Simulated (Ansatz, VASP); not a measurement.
## Two plane-wave programs on Ir

```
Ir
1.0
     2.75138    0.00000    0.00000
    -1.37569    2.38276    0.00000
     0.00000    0.00000    4.46229
Ir
2
Direct
  0.66667 0.33333 0.75000
  0.33333 0.66667 0.25000
```

Alike in both runs: task single point; functional PBEsol; k mesh 15 × 15 × 8; occupations gaussian, width 0.05 eV; no spin polarisation.

```csv
,VASP,Ansatz
version,VASP 6.6.1,Ansatz 0.2.0
potentials or method,"VASP PAW PBE potentials, release 64 (Ir), cutoff 500 eV","scalar-relativistic, plane waves, PAW"
valence electrons in the cell,18,34
```

Ansatz gave:

- gap on the k mesh at the Fermi level (eV): none
- pressure (GPa): -12.6
- traceless stress, the component that is largest in VASP (GPa): -0.53

Estimate VASP's values.

gap on the k mesh at the Fermi level (eV): none; pressure (GPa): -11.9; traceless stress, the component that is largest in VASP (GPa): -0.46.

VASP's potentials were made for PBE, not for PBEsol. A gap of «none» marks a metal or a gap that the smearing closes. With one functional, cell and mesh, what is left measures potentials, basis and numerics. VASP's potentials hold 18 valence electrons a cell and Ansatz's 34, so a difference there can come from the potentials and not from the codes.

Neither program's run includes spin-orbit coupling.
